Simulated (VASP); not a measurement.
# Zn (P6_3/mmc) in VASP: further runs

The runs below take Zn through single point, with r2SCAN.

Everything below comes from runs of VASP 6.6.1. Logs are shortened: lines on timing, memory, paths and dates and some standing lists are left out, and cuts for length are marked.

## (1) The cell of the first run

The structure is hexagonal, space group P6_3/mmc (No. 194). The conventional cell has a = 2.605 Å, b = 2.605 Å, c = 4.922 Å, α = 90.00°, β = 90.00°, γ = 120.00°. Zn (site symmetry -6m2) has 12 Zn at 2.61 to 2.88 Å within 3.4 Å.

## (2) Single point, r2SCAN

File POSCAR:

```
Zn
1.0
    2.6050715164      0.0000000000      0.0000000000
   -1.3025357582      2.2560581119      0.0000000000
    0.0000000000      0.0000000000      4.9219807286
Zn
2
Direct
    0.3333333333      0.6666666667      0.2500000000
    0.6666666667      0.3333333333      0.7500000000
```

File INCAR.step1:

```
SYSTEM = Zn
PREC = Accurate
ENCUT = 520
ISMEAR = 0
SIGMA = 0.1
LREAL = .FALSE.
LASPH = .TRUE.
NELM = 60
NBANDS = 19
GGA = PE
ALGO = Normal
EDIFF = 1E-4
LWAVE = .TRUE.
LCHARG = .FALSE.
```

File INCAR.step2:

```
SYSTEM = Zn
PREC = Accurate
ENCUT = 520
EDIFF = 1E-7
ISMEAR = 0
SIGMA = 0.1
LREAL = .FALSE.
LASPH = .TRUE.
NELM = 60
ALGO = Normal
ISIF = 2
LWAVE = .FALSE.
LCHARG = .FALSE.
METAGGA = R2SCAN
LMIXTAU = .TRUE.
NBANDS = 19
ISTART = 1
```

File KPOINTS:

```
regular mesh
0
G
  24 24 12
  0 0 0
```

Potentials or basis: VASP PAW PBE potentials, release 64 (Zn).

Command:

```sh
$ cat potpaw_PBE.64/Zn/POTCAR > POTCAR
$ cp INCAR.step1 INCAR
$ mpirun -np 1 vasp_std > vasp.out
$ cp INCAR.step2 INCAR
$ mpirun -np 1 vasp_std > vasp.out
```

OUTCAR:

```text
SYSTEM = Zn
   PREC = Accurate
   ENCUT = 520
   EDIFF = 1E-7
   ISMEAR = 0
   LREAL = .FALSE.
   LASPH = .TRUE.
   NELM = 60
   ISIF = 2
   METAGGA = R2SCAN
   ISTART = 1

 ion  position               nearest neighbor table
   1  0.333  0.667  0.250-   2 2.88   2 2.88   2 2.88   2 2.88   2 2.88   2 2.88
   2  0.667  0.333  0.750-   1 2.88   1 2.88   1 2.88   1 2.88   1 2.88   1 2.88

  LATTYP: Found a hexagonal cell.
 ALAT       =     2.6050715164
 C/A-ratio  =     1.8893841100

  Lattice vectors:

 A1 = (   2.6050715164,   0.0000000000,   0.0000000000)
 A2 = (  -1.3025357582,   2.2560581119,   0.0000000000)
 A3 = (   0.0000000000,   0.0000000000,   4.9219807286)

Analysis of symmetry for initial positions (statically):
=====================================================================
 Subroutine PRICEL returns:
 Original cell was already a primitive cell.

 Routine SETGRP: Setting up the symmetry group for a
 hexagonal supercell.

 Subroutine GETGRP returns: Found 24 space group operations
 (whereof 12 operations were pure point group operations)
 out of a pool of 24 trial point group operations.

The static configuration has the point symmetry D_3d.
 The point group associated with its full space group is D_6h.

Analysis of symmetry for dynamics (positions and initial velocities):
=====================================================================
 Subroutine PRICEL returns:
 Original cell was already a primitive cell.

 Routine SETGRP: Setting up the symmetry group for a
 hexagonal supercell.

 Subroutine GETGRP returns: Found 24 space group operations
 (whereof 12 operations were pure point group operations)
 out of a pool of 24 trial point group operations.

The dynamic configuration has the point symmetry D_3d.
 The point group associated with its full space group is D_6h.

 Subroutine INISYM returns: Found 24 space group operations
 (whereof 12 operations are pure point group operations),
 and found     1 'primitive' translations

----------------------------------------------------------------------------------------

                                     Primitive cell

  volume of cell :      28.9274

  direct lattice vectors                    reciprocal lattice vectors
     2.605071516  0.000000000  0.000000000     0.383866621  0.221625497  0.000000000
    -1.302535758  2.256058112  0.000000000     0.000000000  0.443250994  0.000000000
     0.000000000  0.000000000  4.921980729     0.000000000  0.000000000  0.203170239

  length of vectors
     2.605071516  2.605071516  4.921980729     0.443250994  0.443250994  0.203170239

  position of ions in fractional coordinates (direct lattice)
     0.333333333  0.666666667  0.250000000
     0.666666667  0.333333333  0.750000000

  ion indices of the primitive-cell ions
   primitive index   ion index
                 1           1
                 2           2

----------------------------------------------------------------------------------------

 KPOINTS: regular mesh

Automatic generation of k-mesh.
 Grid dimensions read from file:
 generate k-points for:   24   24   12

 Generating k-lattice:

  Cartesian coordinates                     Fractional coordinates (reciprocal lattice)
     0.015994443  0.009234396  0.000000000     0.041666667  0.000000000  0.000000000
     0.000000000  0.018468791  0.000000000     0.000000000  0.041666667  0.000000000
     0.000000000  0.000000000  0.016930853     0.000000000  0.000000000  0.083333333

  Length of vectors
     0.018468791  0.018468791  0.016930853

  Shift w.r.t. Gamma in fractional coordinates (k-lattice)
     0.000000000  0.000000000  0.000000000

 Subroutine IBZKPT returns following result:
 ===========================================

 Found    427 irreducible k-points:

 Following reciprocal coordinates:
            Coordinates               Weight
  0.000000  0.000000  0.000000      1.000000
  0.041667  0.000000  0.000000      6.000000
  0.083333  0.000000  0.000000      6.000000
  0.125000  0.000000  0.000000      6.000000
  0.166667  0.000000  0.000000      6.000000
  0.208333 -0.000000  0.000000      6.000000
[... 16 lines left out ...]
  0.416667  0.041667  0.000000     12.000000
  0.458333  0.041667  0.000000     12.000000
 [... further k-points ...]
   k-points           NKPTS =    427   k-points in BZ     NKDIM =    427   number of bands    NBANDS=     19
   number of dos      NEDOS =    301   number of ions     NIONS =      2
   total plane-waves  NPLWV =  16000
   dimension x,y,z NGX =    20 NGY =   20 NGZ =   40
   dimension x,y,z NGXF=    40 NGYF=   40 NGZF=   80
   ions per type =               2
   NGX,Y,Z   is equivalent  to a cutoff of  12.76, 12.76, 13.51 a.u.
   NGXF,Y,Z  is equivalent  to a cutoff of  25.53, 25.53, 27.02 a.u.
 SYSTEM =  Zn
   PREC   = accura    normal or accurate (medium, high low for compatibility)
   ISTART =      1    job   : 0-new  1-cont  2-samecut
   ICHARG =      0    charge: 1-file 2-atom 10-const
   ISPIN  =      1    spin polarized calculation?
   LNONCOLLINEAR =      F non collinear calculations
   LSORBIT =      F    spin-orbit coupling
   LASPH  =      T    aspherical Exc in radial PAW
   ENCUT  =  520.0 eV  38.22 Ry    6.18 a.u.   4.84  4.84  9.15*2*pi/ulx,y,z
   NELM   =     60;   NELMIN=  2; NELMDL=  0     # of ELM steps
   EDIFF  = 0.1E-06   stopping-criterion for ELM
   LREAL  =      F    real-space projection
   EDIFFG = 0.1E-05   stopping-criterion for IOM
   NSW    =      0    number of steps for IOM
   IBRION =     -1    ionic relax: 0-MD 1-quasi-New 2-CG
   NFREE  =      0    steps in history (QN), initial steepest desc. (CG)
   ISIF   =      2    stress and relaxation
   ISYM   =      2    0-nonsym 1-usesym 2-fastsym
   POTIM  = 0.5000    time-step for ionic-motion
   TEBEG  =    0.0;   TEEND  =   0.0 temperature during run
   PSTRESS=    0.0 pullay stress
   NELECT =      24.0000    total number of electrons
   NUPDOWN=      -1.0000    fix difference up-down
   EMIN   =  10.00;   EMAX   =-10.00  energy-range for DOS
   EFERMI =   0.00;   METHOD = LEGACY
   ISMEAR =     0;   SIGMA  =   0.10  broadening in eV -4-tet -1-fermi 0-gaus
   EFERMI_NEDOS =   21; number of points for ismear=-14 and -15
   IALGO  =     38    algorithm
   IMIX   =      4    mixing-type and parameters
     AMIX     =   0.40;   BMIX     =  1.00
     AMIX_MAG =   1.60;   BMIX_MAG =  1.00
  volume/ion in A,a.u.               =      14.46        97.61
  Fermi-wavevector in a.u.,A,eV,Ry     =   1.538303  2.906972 32.196513  2.366377
  Thomas-Fermi vector in A             =   2.644691
   LORBIT       =      0    0 simple, 1 ext, 2 COOP (PROOUT), +10 PAW based schemes
   METAGGA = R2SCAN    functional components
   LHFCALC =     F    Hartree Fock is set to
   AEXX    =    0.0000 exact exchange contribution
   IVDW    =     0    specifies the selected vdW correction
   LEPSILON=     F    determine dielectric tensor
   LRPA    =     F    only Hartree local field effects (RPA)
 non-spin polarized calculation
 Gauss-broadening in eV      SIGMA  =   0.10
  energy-cutoff  :      520.00
  volume of cell :       28.93
 maximum number of plane-waves:       795
 NGX is ok and might be reduce to    20
   NGX =  9   NGY =  9   NGZ = 19

 number of electron      24.0000018 magnetization

 Free energy of the ion-electron system (eV)
  ---------------------------------------------------
  ext. energy  EPLUGINS =         0.00000000
  ---------------------------------------------------
  free energy    TOTEN  =       -17.80174621 eV

  energy without entropy =      -17.79983945  energy(sigma->0) =      -17.80079283

 E-fermi :   3.3007     XC(G=0): -12.9270

 val. band max:        3.2943134921   @ k =   0.3750   0.2500   0.5000
 cond. band min:       3.3074938674   @ k =   0.3750   0.0833   0.0000
 fundamental gap:      0.0131803753
 Fermi energy:         3.3006549346

 k-point     1 :       0.0000    0.0000    0.0000
  band No.  band energies     occupation
      1      -7.9432      2.00000
      2      -5.9130      2.00000
      3      -5.0792      2.00000
      4      -4.7901      2.00000
      5      -4.7899      2.00000
      6      -4.7381      2.00000
[... 11 lines left out ...]
     18      24.2060      0.00000
     19      24.4241      0.00000

 k-point     2 :       0.0417    0.0000    0.0000
  band No.  band energies     occupation
      1      -7.8865      2.00000
      2      -5.8861      2.00000
      3      -5.0724      2.00000
      4      -4.7969      2.00000
      5      -4.7761      2.00000
      6      -4.7451      2.00000
[... 11 lines left out ...]
     18      23.4206      0.00000
     19      25.1671      0.00000

 k-point     3 :       0.0833    0.0000    0.0000
  band No.  band energies     occupation
      1      -7.7172      2.00000
      2      -5.8094      2.00000
      3      -5.0541      2.00000
      4      -4.8152      2.00000
      5      -4.7637      2.00000
      6      -4.7352      2.00000
[... 11 lines left out ...]
     18      22.7452      0.00000
     19      25.2850      0.00000

 k-point     4 :       0.1250    0.0000    0.0000
  band No.  band energies     occupation
      1      -7.4392      2.00000
      2      -5.6948      2.00000
      3      -5.0314      2.00000
      4      -4.8393      2.00000
      5      -4.7812      2.00000
      6      -4.6693      2.00000
[... 11 lines left out ...]
     18      21.9273      0.00000
     19      23.8698      0.00000

 k-point     5 :       0.1667    0.0000    0.0000
  band No.  band energies     occupation
      1      -7.0618      2.00000
      2      -5.5656      2.00000
      3      -5.0131      2.00000
      4      -4.8675      2.00000
      5      -4.7661      2.00000
      6      -4.6511      2.00000
[... 11 lines left out ...]
     18      20.9956      0.00000
     19      21.9412      0.00000
[... 334 lines left out ...]
      2      -5.4800      2.00000
      3      -5.2225      2.00000
      4      -4.7534      2.00000
      5      -4.7423      2.00000
      6      -4.5635      2.00000
[... 11 lines left out ...]
     18      20.1922      0.00000
     19      20.6257      0.00000

 k-point    22 :       0.3750    0.0417    0.0000
  band No.  band energies     occupation
      1      -5.5956      2.00000
      2      -5.5091      2.00000
      3      -5.2890      2.00000
      4      -4.7868      2.00000
      5      -4.6915      2.00000
      6      -4.5880      2.00000
[... 11 lines left out ...]
     18      19.9720      0.00000
     19      20.2271      0.00000

 k-point    23 :       0.4167    0.0417    0.0000
  band No.  band energies     occupation
      1      -5.6205      2.00000
      2      -5.5308      2.00000
      3      -5.3328      2.00000
      4      -4.8183      2.00000
      5      -4.6481      2.00000
      6      -4.6050      2.00000
[... 11 lines left out ...]
     18      19.8256      0.00000
     19      19.9531      0.00000

 k-point    24 :       0.4583    0.0417    0.0000
  band No.  band energies     occupation
      1      -5.6361      2.00000
      2      -5.5430      2.00000
      3      -5.3546      2.00000
      4      -4.8347      2.00000
      5      -4.6256      2.00000
      6      -4.6138      2.00000
[... 11 lines left out ...]
     18      19.7549      0.00000
     19      19.8114      0.00000

 [... further k-points ...]
[... 5 lines left out ...]
  --------------------------------------------------------------------------------------
  -------------------------------------------------------------------------------------
  Total        0.1143407      0.1143407      0.0199896      0.0000000     -0.0000000      0.0000000
  in kB        6.3328826      6.3328826      1.1071463      0.0000000     -0.0000000      0.0000000
  external PRESSURE =       4.5909705 kB  Pullay stress =       0.0000000 kB

 VOLUME and BASIS-vectors are now :
 -----------------------------------------------------------------------------
  energy-cutoff  :      520.00
  volume of cell :       28.93
      direct lattice vectors                 reciprocal lattice vectors
     2.605071516  0.000000000  0.000000000     0.383866621  0.221625497  0.000000000
    -1.302535758  2.256058112  0.000000000     0.000000000  0.443250994  0.000000000
     0.000000000  0.000000000  4.921980729     0.000000000  0.000000000  0.203170239

 POSITION                                       TOTAL-FORCE (eV/Angst)
 -----------------------------------------------------------------------------------
     -0.00000      1.50404      1.23050        -0.000000      0.000000      0.000000
      1.30254      0.75202      3.69149         0.000000      0.000000      0.000000
 -----------------------------------------------------------------------------------
    total drift:                               -0.000000      0.000000      0.000000

  FREE ENERGIE OF THE ION-ELECTRON SYSTEM (eV)
  ---------------------------------------------------
  free  energy   TOTEN  =       -17.8017462114 eV

  energy  without entropy=      -17.7998394549  energy(sigma->0) =      -17.80079283
```

It took 6.9 min on 1 thread of Intel Xeon 6975P-C (Granite Rapids), shared host; peak memory 0.29 GiB.

Results:

```
Free energy            : -17.8017 eV
Pressure               : 0.5 GPa
Band gap on the k mesh : zero (bands 12 and 13 overlap by 4.84 eV)
```

Levels at points of the mesh, in eV from the Fermi level:
```
           k point  band 10  band 11  band 12  band 13  band 14  band 15
(0.00, 0.00, 0.00)    -7.44    -7.44    -4.09    -3.26    14.25    18.00
(0.50, 0.00, 0.00)    -7.20    -3.06    -2.14     2.88     3.87     4.70
(0.00, 0.00, 0.50)    -7.53    -7.53    -7.53     4.69     4.69    20.99
(0.50, 0.00, 0.50)    -7.20    -2.09    -2.09     0.48     0.48    10.91
```

Caveat: the PAW data sets were made with another functional, which shifts forces and pressure a little.

## (3) Single point, r2SCAN

File POSCAR:

```
Zn
1.0
    2.6064420629      0.0000000000      0.0000000000
   -1.3032210314      2.2572450399      0.0000000000
    0.0000000000      0.0000000000      4.9171837730
Zn
2
Direct
    0.3333333333      0.6666666667      0.2500000000
    0.6666666667      0.3333333333      0.7500000000
```

File INCAR.step1:

```
ALGO = Normal
EDIFF = 1E-4
ENCUT = 520
GGA = PE
ISMEAR = -1
LASPH = T
LCHARG = F
LREAL = F
LWAVE = T
NBANDS = 19
NELM = 80
PREC = Accurate
SIGMA = 0.15
```

File INCAR.step2:

```
ALGO = Normal
EDIFF = 1E-7
ENCUT = 520
ISIF = 2
ISMEAR = -1
ISTART = 1
LASPH = T
LCHARG = F
LMIXTAU = T
LREAL = F
LWAVE = F
METAGGA = R2SCAN
NBANDS = 19
NELM = 80
PREC = Accurate
SIGMA = 0.15
```

File KPOINTS:

```
k-points
0
Gamma
  24 24 12
```

Potentials or basis: VASP PAW PBE potentials, release 64 (Zn).

Command:

```sh
$ cat potpaw_PBE.64/Zn/POTCAR > POTCAR
$ cp INCAR.step1 INCAR
$ mpirun -np 1 vasp_std > vasp.out
$ cp INCAR.step2 INCAR
$ mpirun -np 1 vasp_std > vasp.out
```

It took 6.2 min on 1 thread of Intel Xeon 6975P-C (Granite Rapids), shared host; peak memory 0.29 GiB.

The run converged. Its results:

```
Free energy            : -17.8138 eV
Pressure               : 0.5 GPa
Band gap on the k mesh : zero (bands 12 and 13 overlap by 4.82 eV)
```

Stress tensor (GPa, compression positive):
```
0.63 0.00 0.00
0.00 0.63 0.00
0.00 0.00 0.10
```

Levels at points of the mesh, in eV from the Fermi level:
```csv
k point,band 10,band 11,band 12,band 13,band 14,band 15
"(0.00, 0.00, 0.00)",-7.48,-7.48,-4.13,-3.28,14.27,18.00
"(0.50, 0.00, 0.00)",-7.24,-3.11,-2.19,2.85,3.82,4.67
"(0.00, 0.00, 0.50)",-7.57,-7.57,-7.57,4.68,4.68,20.92
"(0.50, 0.00, 0.50)",-7.25,-2.13,-2.13,0.43,0.43,10.89
```

Caveat: the PAW data sets were made with another functional, which shifts forces and pressure a little.

The gap in the log of VASP goes by the Fermi energy; the results here count the filled bands.